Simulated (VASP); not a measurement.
# Li2S (Fm-3m) in VASP: a series of runs

The runs below take Li2S through single point, relaxation of cell and atoms, with PBE.

Everything below comes from runs of VASP 6.6.1. Logs are shortened: lines on timing, memory, paths and dates and some standing lists are left out, and cuts for length are marked.

### Step 1. The cell of the first run

The structure is cubic, space group Fm-3m (No. 225). Conventional cell: a = 5.705 Å, b = 5.705 Å, c = 5.705 Å, α = 90.00°, β = 90.00°, γ = 90.00°. Li (site symmetry -43m) has 4 S at 2.47 Å and 6 Li at 2.85 Å within 3.3 Å. S (site symmetry m-3m) has 8 Li at 2.47 Å within 3.3 Å.

### Step 2. Single point, PBE

The input, INCAR:

```
  PREC = Accurate
  ENCUT = 750
  EDIFF = 1E-6
  ISMEAR = -1
  SIGMA = 0.0115
  LREAL = False
  LASPH = True
  NELM = 120
  ALGO = Normal
  ISIF = 2
  LWAVE = False
  LCHARG = False
  GGA = PE
  NBANDS = 13
  GGA_COMPAT = False
```

The input, KPOINTS:

```
Automatic mesh
0
Gamma
  5 5 5
```

The input, POSCAR:

```
Li2S
1.0
    0.0000000000      2.8525177571      2.8525177571
    2.8525177571      0.0000000000      2.8525177571
    2.8525177571      2.8525177571      0.0000000000
Li S
2 1
Direct
    0.2500000000      0.2500000000      0.2500000000
    0.7500000000      0.7500000000      0.7500000000
    0.0000000000      0.0000000000      0.0000000000
```

Potentials or basis: VASP PAW PBE potentials, release 64 (Li_sv, S).

Launch:

```console
cat potpaw_PBE.64/Li_sv/POTCAR potpaw_PBE.64/S/POTCAR > POTCAR
mpirun -np 1 vasp_std > vasp.out
```

OUTCAR:

```text
PREC = Accurate
   ENCUT = 750
   EDIFF = 1E-6
   ISMEAR = -1
   LREAL = False
   LASPH = True
   NELM = 120
   ISIF = 2
   GGA = PE

 ion  position               nearest neighbor table
   1  0.250  0.250  0.250-   3 2.47   3 2.47   3 2.47   3 2.47
   2  0.750  0.750  0.750-   3 2.47   3 2.47   3 2.47   3 2.47
   3  0.000  0.000  0.000-   1 2.47   2 2.47   2 2.47   2 2.47   2 2.47   1 2.47   1 2.47   1 2.47

  LATTYP: Found a face centered cubic cell.
 ALAT       =     5.7050355142

  Lattice vectors:

 A1 = (   0.0000000000,   2.8525177571,   2.8525177571)
 A2 = (   2.8525177571,   0.0000000000,   2.8525177571)
 A3 = (   2.8525177571,   2.8525177571,   0.0000000000)

Analysis of symmetry for initial positions (statically):
=====================================================================
 Subroutine PRICEL returns:
 Original cell was already a primitive cell.

 Routine SETGRP: Setting up the symmetry group for a
 face centered cubic supercell.

 Subroutine GETGRP returns: Found 48 space group operations
 (whereof 48 operations were pure point group operations)
 out of a pool of 48 trial point group operations.

The static configuration has the point symmetry O_h .

Analysis of symmetry for dynamics (positions and initial velocities):
=====================================================================
 Subroutine PRICEL returns:
 Original cell was already a primitive cell.

 Routine SETGRP: Setting up the symmetry group for a
 face centered cubic supercell.

 Subroutine GETGRP returns: Found 48 space group operations
 (whereof 48 operations were pure point group operations)
 out of a pool of 48 trial point group operations.

The dynamic configuration has the point symmetry O_h .

 Subroutine INISYM returns: Found 48 space group operations
 (whereof 48 operations are pure point group operations),
 and found     1 'primitive' translations

----------------------------------------------------------------------------------------

                                     Primitive cell

  volume of cell :      46.4211

  direct lattice vectors                    reciprocal lattice vectors
     0.000000000  2.852517757  2.852517757    -0.175283747  0.175283747  0.175283747
     2.852517757  0.000000000  2.852517757     0.175283747 -0.175283747  0.175283747
     2.852517757  2.852517757  0.000000000     0.175283747  0.175283747 -0.175283747

  length of vectors
[... 78 lines left out ...]
   TEBEG  =    0.0;   TEEND  =   0.0 temperature during run
   PSTRESS=    0.0 pullay stress
   NELECT =      12.0000    total number of electrons
   NUPDOWN=      -1.0000    fix difference up-down
   EMIN   =  10.00;   EMAX   =-10.00  energy-range for DOS
   EFERMI =   0.00;   METHOD = LEGACY
   ISMEAR =    -1;   SIGMA  =   0.01  broadening in eV -4-tet -1-fermi 0-gaus
   EFERMI_NEDOS =   21; number of points for ismear=-14 and -15
   IALGO  =     38    algorithm
   IMIX   =      4    mixing-type and parameters
     AMIX     =   0.40;   BMIX     =  1.00
     AMIX_MAG =   1.60;   BMIX_MAG =  1.00
  volume/ion in A,a.u.               =      15.47       104.42
  Fermi-wavevector in a.u.,A,eV,Ry     =   1.042870  1.970739 14.797398  1.087578
  Thomas-Fermi vector in A             =   2.177554
   LORBIT       =      0    0 simple, 1 ext, 2 COOP (PROOUT), +10 PAW based schemes
   GGA     = PE    functional components
   LHFCALC =     F    Hartree Fock is set to
   AEXX    =    0.0000 exact exchange contribution
   IVDW    =     0    specifies the selected vdW correction
   LEPSILON=     F    determine dielectric tensor
   LRPA    =     F    only Hartree local field effects (RPA)
 non-spin polarized calculation
  energy-cutoff  :      750.00
  volume of cell :       46.42
 maximum number of plane-waves:      2182
   NGX = 17   NGY = 17   NGZ = 17

 number of electron      11.9999999 magnetization

 Free energy of the ion-electron system (eV)
  ---------------------------------------------------
  ext. energy  EPLUGINS =         0.00000000
  ---------------------------------------------------
  free energy    TOTEN  =       -11.99376476 eV

  energy without entropy =      -11.99376476  energy(sigma->0) =      -11.99376476

 E-fermi :   1.8546     XC(G=0):  -8.4932

 val. band max:        1.4413760309   @ k =   0.0000   0.0000   0.0000
 cond. band min:       5.1166624050   @ k =   0.4000   0.4000   0.0000
 fundamental gap:      3.6752863741
 Fermi energy:         1.8546100267

 k-point     1 :       0.0000    0.0000    0.0000
  band No.  band energies     occupation
      1     -42.7387      2.00000
      2     -42.6967      2.00000
      3      -9.5734      2.00000
      4       1.4414      2.00000
      5       1.4414      2.00000
      6       1.4414      2.00000
      7       5.6918      0.00000
      8       7.6691      0.00000
      9       7.6691      0.00000
     10       7.6691      0.00000
     11      12.6109      0.00000
     12      12.6109      0.00000
     13      13.8497      0.00000
[... 130 lines left out ...]
  band No.  band energies     occupation
      1     -42.7202      2.00000
      2     -42.7133      2.00000
      3      -9.0446      2.00000
      4      -0.7405      2.00000
      5      -0.1717      2.00000
      6       0.1831      2.00000
      7       6.7700      0.00000
      8       8.6811      0.00000
      9       9.6214      0.00000
     10      11.5812      0.00000
     11      11.8063      0.00000
     12      12.7221      0.00000
     13      15.4208      0.00000

------------------------ aborting loop because EDIFF is reached ----------------------------------------

  FORCE on cell =-STRESS in cart. coord.  units (eV):
  Direction    XX          YY          ZZ          XY          YZ          ZX
  --------------------------------------------------------------------------------------
  -------------------------------------------------------------------------------------
  Total       -0.0303283     -0.0303283     -0.0303283      0.0000000      0.0000000     -0.0000000
  in kB       -1.0467530     -1.0467530     -1.0467530      0.0000000      0.0000000     -0.0000000
  external PRESSURE =      -1.0467530 kB  Pullay stress =       0.0000000 kB

 VOLUME and BASIS-vectors are now :
 -----------------------------------------------------------------------------
  energy-cutoff  :      750.00
  volume of cell :       46.42
      direct lattice vectors                 reciprocal lattice vectors
     0.000000000  2.852517757  2.852517757    -0.175283747  0.175283747  0.175283747
     2.852517757  0.000000000  2.852517757     0.175283747 -0.175283747  0.175283747
     2.852517757  2.852517757  0.000000000     0.175283747  0.175283747 -0.175283747

 POSITION                                       TOTAL-FORCE (eV/Angst)
 -----------------------------------------------------------------------------------
      1.42626      1.42626      1.42626         0.000000      0.000000      0.000000
      4.27878      4.27878      4.27878        -0.000000     -0.000000     -0.000000
      0.00000      0.00000      0.00000        -0.000000     -0.000000     -0.000000
 -----------------------------------------------------------------------------------
    total drift:                                0.000000      0.000000      0.000000

  FREE ENERGIE OF THE ION-ELECTRON SYSTEM (eV)
  ---------------------------------------------------
  free  energy   TOTEN  =       -11.9937647590 eV

  energy  without entropy=      -11.9937647590  energy(sigma->0) =      -11.99376476
```

OSZICAR:

```text
N       E                     dE             d eps       ncg     rms          rms(c)
DAV:   1     0.511943910624E+02    0.51194E+02   -0.64693E+03   260   0.115E+03
DAV:   2    -0.406168348832E+01   -0.55256E+02   -0.52263E+02   308   0.215E+02
DAV:   3    -0.121351503728E+02   -0.80735E+01   -0.80300E+01   494   0.519E+01
DAV:   4    -0.122937054198E+02   -0.15856E+00   -0.15850E+00   344   0.109E+01
DAV:   5    -0.122976717446E+02   -0.39663E-02   -0.39661E-02   420   0.134E+00    0.387E+00
DAV:   6    -0.119984849312E+02    0.29919E+00   -0.51131E-01   326   0.284E+00    0.289E+00
DAV:   7    -0.119828885627E+02    0.15596E-01   -0.13594E-01   349   0.165E+00    0.179E+00
DAV:   8    -0.119940964052E+02   -0.11208E-01   -0.27914E-02   347   0.923E-01    0.745E-01
DAV:   9    -0.119935792447E+02    0.51716E-03   -0.87201E-04   347   0.178E-01    0.470E-01
DAV:  10    -0.119937860401E+02   -0.20680E-03   -0.15069E-03   290   0.190E-01    0.262E-01
DAV:  11    -0.119937624295E+02    0.23611E-04   -0.87643E-05   385   0.625E-02    0.101E-01
DAV:  12    -0.119937649776E+02   -0.25481E-05   -0.24306E-06   320   0.124E-02    0.788E-02
DAV:  13    -0.119937647386E+02    0.23903E-06   -0.13822E-05   342   0.179E-02    0.682E-03
DAV:  14    -0.119937647590E+02   -0.20396E-07   -0.47325E-07   228   0.589E-03
   1 F= -.11993765E+02 E0= -.11993765E+02  d E =-.454039E-17
```

Run time: 12 s. Hardware: 1 thread of Intel Xeon 8259CL, shared host; peak memory 0.19 GiB.

What came out:

- Free energy: -11.9938 eV
- Pressure: -0.1 GPa
- Band gap on the k mesh: 3.68 eV, indirect (least direct gap 4.25 eV)

### Step 3. Single point, PBE

The input, INCAR:

```
PREC = Accurate
ENCUT = 750
EDIFF = 1E-6
ISMEAR = -1
SIGMA = 0.0115
LREAL = F
LASPH = T
NELM = 120
ALGO = Normal
ISIF = 2
LWAVE = F
LCHARG = F
GGA = PE
NBANDS = 13
GGA_COMPAT = F
```

The input, KPOINTS:

```
regular mesh
0
Gamma
  5 5 5
```

The input, POSCAR:

```
Li2S
1.0
    0.0000000000      2.8525008186      2.8525008186
    2.8525008186      0.0000000000      2.8525008186
    2.8525008186      2.8525008186      0.0000000000
Li S
2 1
Direct
    0.2500000000      0.2500000000      0.2500000000
    0.7500000000      0.7500000000      0.7500000000
    0.0000000000      0.0000000000      0.0000000000
```

Potentials or basis: VASP PAW PBE potentials, release 64 (Li_sv, S).

Launch:

```console
cat potpaw_PBE.64/Li_sv/POTCAR potpaw_PBE.64/S/POTCAR > POTCAR
mpirun -np 1 vasp_std > vasp.out
```

Wall time 15 s (1 thread of Intel Xeon 8259CL, shared host); peak memory 0.19 GiB.

Results (log left out):

| Property | Result |
| --- | --- |
| Free energy | -11.9938 eV |
| Pressure | -0.1 GPa |
| Band gap on the k mesh | 3.68 eV, indirect (least direct gap 4.25 eV) |

Levels at points of the mesh, in eV from the valence-band top:
```csv
k point,band 3,band 4,band 5,band 6,band 7,band 8,band 9,band 10
"(0.00, 0.00, 0.00)",-11.01,0.00,0.00,0.00,4.25,6.23,6.23,6.23
```

### Step 4. Single point, PBE

The input, INCAR:

```
PREC     = Accurate       # precision mode
ENCUT    = 750            # plane-wave cutoff, eV
EDIFF    = 1E-6           # SCF threshold, eV
ISMEAR   = -4             # smearing method
SIGMA    = 0.1            # smearing width, eV
LREAL    = False          # projectors in reciprocal space
LASPH    = True           # aspherical terms in the spheres
NELM     = 120            # most SCF steps
ALGO     = Normal         # electronic algorithm
ISIF     = 2              # what is computed and relaxed
LWAVE    = False          # write WAVECAR
LCHARG   = False          # write CHGCAR
GGA      = PE             # functional
NBANDS   = 13             # bands
GGA_COMPAT= False
```

The input, KPOINTS:

```
Automatic mesh
0
Gamma
  5 5 5
```

The input, POSCAR:

```
Li2S
1.0
    0.0000000000      2.8525174904      2.8525174904
    2.8525174904      0.0000000000      2.8525174904
    2.8525174904      2.8525174904      0.0000000000
Li S
2 1
Direct
    0.2500000000      0.2500000000      0.2500000000
    0.7500000000      0.7500000000      0.7500000000
    0.0000000000      0.0000000000      0.0000000000
```

Launch:

```console
cat potpaw_PBE.64/Li_sv/POTCAR potpaw_PBE.64/S/POTCAR > POTCAR
mpirun -np 1 vasp_std > vasp.out
```

Run time: 13 s. Hardware: 1 thread of Intel Xeon 8259CL, shared host; peak memory 0.19 GiB.

The run converged. Its results:

| Item | Value |
| --- | --- |
| Free energy | -11.9938 eV |
| Pressure | -0.1 GPa |
| Band gap on the k mesh | 3.68 eV, indirect (least direct gap 4.25 eV) |

Levels at points of the mesh, in eV from the valence-band top:
| k point | band 4 | band 5 | band 6 | band 7 | band 8 | band 9 |
| --- | --- | --- | --- | --- | --- | --- |
| (0.00, 0.00, 0.00) | 0.00 | 0.00 | 0.00 | 4.25 | 6.23 | 6.23 |

A k mesh can miss the band edges. A hybrid or GW would open this gap; PBE tends to underestimate it.

### Step 5. Relaxation of cell and atoms, PBE

This run uses another cell than the first one, of 16.03 Å³/atom, 1.036 times its volume.

The input, INCAR:

```
ALGO = Normal ; EDIFF = 1E-7
EDIFFG = -0.01 ; ENCUT = 750
GGA = PE ; GGA_COMPAT = False
IBRION = 2 ; ISIF = 3
ISMEAR = -1 ; LASPH = True
LCHARG = False ; LREAL = False
LWAVE = False ; NELM = 120
NELMIN = 4 ; NSW = 60
PREC = Accurate ; SIGMA = 0.0115
```

The input, KPOINTS:

```
k-points
0
Gamma
  5 5 5
```

The input, POSCAR:

```
Li2S
1.0
    0.0000000000      2.8865140000      2.8865140000
    2.8865140000      0.0000000000      2.8865140000
    2.8865140000      2.8865140000      0.0000000000
Li S
2 1
Direct
    0.2500000000      0.2500000000      0.2500000000
    0.7500000000      0.7500000000      0.7500000000
    0.0000000000      0.0000000000      0.0000000000
```

Launch:

```console
cat potpaw_PBE.64/Li_sv/POTCAR potpaw_PBE.64/S/POTCAR > POTCAR
mpirun -np 1 vasp_std > vasp.out
```

Run time: 28 s. Hardware: 1 thread of Intel Xeon 8259CL, shared host; peak memory 0.2 GiB.

Results (log left out):

- Free energy: -11.9948 eV
- Relaxed volume: 15.45 Å³/atom
- Relaxed cell: a = 4.032 Å, b = 4.032 Å, c = 4.032 Å, α = 60.00°, β = 60.00°, γ = 60.00°
- Space group after relaxing (to 0.05 Å): Fm-3m (No. 225)
- Energy gained by relaxing: 2.8 meV/atom
- Ionic steps: 3
- Pressure after relaxing: 0.0 GPa
- Band gap on the k mesh: 3.67 eV, indirect (least direct gap 4.26 eV)

The path:
```tsv
step	energy change (eV)	largest force (eV/Å)	pressure (GPa)	volume (Å³)
1	0.0000	0.0000	-1.45	48.10
2	-0.0067	0.0000	-0.67	47.10
3	-0.0083	0.0000	-0.02	46.34
```

Final structure:
```
Li S
1.0
     0.00000    2.85081    2.85081
     2.85081    0.00000    2.85081
     2.85081    2.85081    0.00000
Li S
2 1
Direct
  0.25000 0.25000 0.25000
  0.75000 0.75000 0.75000
  0.00000 0.00000 0.00000
```

Levels at points of the mesh, in eV from the valence-band top:
| k point | band 2 | band 3 | band 4 | band 5 | band 6 | band 7 | band 8 | band 9 | band 10 |
| --- | --- | --- | --- | --- | --- | --- | --- | --- | --- |
| (0.00, 0.00, 0.00) | -44.13 | -11.02 | 0.00 | 0.00 | 0.00 | 4.26 | 6.23 | 6.23 | 6.23 |

### Step 6. Relaxation of cell and atoms, PBE

This run uses another cell than the first one, of 16.03 Å³/atom, 1.036 times its volume.

The input, INCAR:

```
ALGO = Normal
EDIFF = 1E-7
EDIFFG = -0.01
ENCUT = 750
GGA = PE
GGA_COMPAT = False
IBRION = 2
ISIF = 3
ISMEAR = -4
LASPH = True
LCHARG = False
LREAL = False
LWAVE = False
NELM = 120
NELMIN = 4
NSW = 60
PREC = Accurate
SIGMA = 0.1
```

KPOINTS is that of step 5.

POSCAR is that of step 5.

Potentials or basis: VASP PAW PBE potentials, release 64 (Li_sv, S).

Launch:

```console
cat potpaw_PBE.64/Li_sv/POTCAR potpaw_PBE.64/S/POTCAR > POTCAR
mpirun -np 1 vasp_std > vasp.out
```

Run time: 31 s. Hardware: 1 thread of Intel Xeon 8259CL, shared host; peak memory 0.2 GiB.

The run converged. Its results:

- Free energy: -11.9948 eV
- Relaxed volume: 15.45 Å³/atom
- Relaxed cell: a = 4.032 Å, b = 4.032 Å, c = 4.032 Å, α = 60.00°, β = 60.00°, γ = 60.00°
- Space group after relaxing (to 0.05 Å): Fm-3m (No. 225)
- Energy gained by relaxing: 2.8 meV/atom
- Ionic steps: 3
- Pressure after relaxing: 0.0 GPa
- Band gap on the k mesh: 3.67 eV, indirect (least direct gap 4.26 eV)

Step by step:
| step | energy change (eV) | largest force (eV/Å) | pressure (GPa) | volume (Å³) |
| --- | --- | --- | --- | --- |
| 1 | 0.0000 | 0.0000 | -1.45 | 48.10 |
| 2 | -0.0067 | 0.0000 | -0.67 | 47.10 |
| 3 | -0.0083 | 0.0000 | -0.02 | 46.34 |

Final structure:
```yaml
crystal:
  lattice:
    - [0.00000, 2.85082, 2.85082]
    - [2.85082, 0.00000, 2.85082]
    - [2.85082, 2.85082, 0.00000]
  atoms:
    - { symbol: Li, position: [0.25000, 0.25000, 0.25000] }
    - { symbol: Li, position: [0.75000, 0.75000, 0.75000] }
    - { symbol: S, position: [0.00000, 0.00000, 0.00000] }
```

Levels at points of the mesh, in eV from the valence-band top:
| k point | band 4 | band 5 | band 6 | band 7 | band 8 | band 9 |
| --- | --- | --- | --- | --- | --- | --- |
| (0.00, 0.00, 0.00) | 0.00 | 0.00 | 0.00 | 4.26 | 6.23 | 6.23 |

A k mesh can miss the band edges. A hybrid or GW would open this gap; PBE tends to underestimate it.

### Step 7. Summary

| task | cell | smearing | gap on the mesh (eV) | pressure (GPa) | relaxed volume (Å³/atom) |
| --- | --- | --- | --- | --- | --- |
| single point | a = 4.034 Å, angles 60.0°, 3 atoms | fermi-dirac 0.0115 eV | 3.68 | -0.1 | - |
| single point | a = 4.034 Å, angles 60.0°, 3 atoms | tetrahedron | 3.68 | -0.1 | - |
| relaxation of cell and atoms | relaxed from a = 4.082 Å, angles 60.0°, 3 atoms | fermi-dirac 0.0115 eV | 3.67 | 0.0 | 15.45 |
| relaxation of cell and atoms | relaxed from a = 4.082 Å, angles 60.0°, 3 atoms | tetrahedron | 3.67 | 0.0 | 15.45 |

Alike in all rows: level PBE; potentials or basis VASP PAW PBE potentials, release 64 (Li_sv, S); no spin polarisation; k mesh 5 × 5 × 5; cutoff (eV) 750.

Absolute energies hang on the potentials; compare differences alone.
